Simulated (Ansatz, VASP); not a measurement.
**One calculation of MnO, two programs**

Contents of INCAR:

```
ALGO = Normal ; EDIFF = 1E-6
ENCUT = 520 ; GGA = PE
ISIF = 2 ; ISMEAR = 0
ISPIN = 2 ; LASPH = True
LCHARG = False ; LDAU = True
LDAUJ = 0 0 ; LDAUL = 2 -1
LDAUPRINT = 1 ; LDAUTYPE = 2
LDAUU = 3.9 0 ; LMAXMIX = 4
LORBIT = 11 ; LREAL = False
LWAVE = False ; MAGMOM = 5 0
NBANDS = 20 ; NELM = 150
PREC = Accurate ; SIGMA = 0.05
```

File KPOINTS:

```
k-points
0
Gamma
  12 12 12
```

POSCAR

```
MnO
1.0
    1.5746100000      0.9091015100      2.5304666700
   -1.5746100000      0.9091015100      2.5304666700
    0.0000000000     -1.8182030100      2.5304666700
Mn O
1 1
Direct
    1.0000000000      0.0000000000      0.0000000000
    0.5000000000      0.5000000000      0.5000000000
```

Input for Ansatz:

```yaml
crystal:
  lattice:
    - [1.57461, 0.90910151, 2.53046667]
    - [-1.57461, 0.90910151, 2.53046667]
    - [0.0, -1.81820301, 2.53046667]
  atoms:
    - { symbol: Mn, position: [1.0, 0.0, 0.0], spin: 5.0 }
    - { symbol: O, position: [0.5, 0.5, 0.5] }
basis:
  ecutwfc: 420
  ecutrho_ratio: 4
kpoints:
  mp_grid: { grid: [12, 12, 12] }
hamiltonian:
  xc: pbe
  hubbard: { sites: [{ species: Mn, l: d, u_eff: 3.9 }] }
scf:
  occupations: { method: gaussian, width: 0.05 }
  lower_state_search: "off"
output:
  forces: true
  stress: true
  eigenvalues: true
  populations: true
  hubbard: { sites: [{ species: Mn, l: d }] }
magnetization:
  spin_polarized: true
checkpoint:
  read: start.run
  write: ck
  compress: false
  write_wavefunctions: false
  write_every: 100000
```

Alike in both runs: task single point; functional PBE; k mesh 12 × 12 × 12; occupations gaussian, width 0.05 eV; collinear spin; Hubbard terms Mn d U = 3.9 eV.

|  | VASP | Ansatz |
| --- | --- | --- |
| version | VASP 6.6.1 | Ansatz 0.2.0 |
| potentials or method | VASP PAW PBE potentials, release 64 (Mn_pv, O), cutoff 520 eV | scalar-relativistic, plane waves, PAW |
| valence electrons in the cell | 19 | 21 |

Ansatz gave:

```
gap on the k mesh at the Fermi level (eV)                     : 0.13
least direct gap on the mesh (eV)                             : 2.60
pressure (GPa)                                                : 11.3
traceless stress, the component that is largest in VASP (GPa) : 1.58
net moment per atom (μB)                                      : 2.50
size of the moment on the site where the two differ most (μB) : 4.27
```

Q: Which values does VASP return?

A: gap on the k mesh at the Fermi level (eV): 0.21; least direct gap on the mesh (eV): 2.71; pressure (GPa): 9.6; traceless stress, the component that is largest in VASP (GPa): 1.62; net moment per atom (μB): 2.50; size of the moment on the site where the two differ most (μB): 4.62.

Site moments also hang on the region over which each program counts them. The programs project onto different local orbitals, so the same U acts differently, and such runs can settle in different states. VASP's potentials hold 19 valence electrons a cell and Ansatz's 21, so a difference there can come from the potentials and not from the codes. Ansatz's warnings: stability check not made.
